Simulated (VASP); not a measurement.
Here is a VASP 6.6.1 calculation.

The input INCAR:

```
SYSTEM = Al2Cu
ALGO = Fast ; EDIFF = 1E-7
ENCUT = 520 ; GGA = PS
ISIF = 2 ; ISMEAR = 0
LASPH = .True. ; LCHARG = .True.
LELF = .True. ; LREAL = .False.
LVHAR = .True. ; LWAVE = .False.
NBANDS = 16 ; NELM = 80
PREC = Accurate ; SIGMA = 0.1
```

KPOINTS

```
k-points
0
Gamma
  10 10 14
  0 0 0
```

POSCAR

```
Al2Cu
1.0
    4.1542799767      0.0000000000      0.0000000000
    0.0000000000      4.1542799767      0.0000000000
    0.0000000000      0.0000000000      2.7524143235
Al Cu
2 1
Direct
    0.5000000000      0.0000000000      0.5000000000
    0.0000000000      0.5000000000      0.5000000000
    0.0000000000      0.0000000000      0.0000000000
```

Potentials or basis: VASP PAW PBE potentials, release 64 (Al, Cu).

Run with:

```bash
$ cat potpaw_PBE.64/Al/POTCAR potpaw_PBE.64/Cu/POTCAR > POTCAR
$ mpirun -np 1 vasp_std > vasp.out
```

Task: Estimate the band gap on the k mesh.

Result: Zero (an odd number of electrons rules out a gap without spin polarisation).

Task: Estimate the pressure.

Result: 0.4 GPa.

Stress tensor (GPa, compression positive):
```
-0.86  0.00  0.00
 0.00 -0.86  0.00
 0.00  0.00  2.83
```

Caveat: the cell differs from its parent crystal (strained); the PAW data sets were made with another functional, which shifts forces and pressure a little.
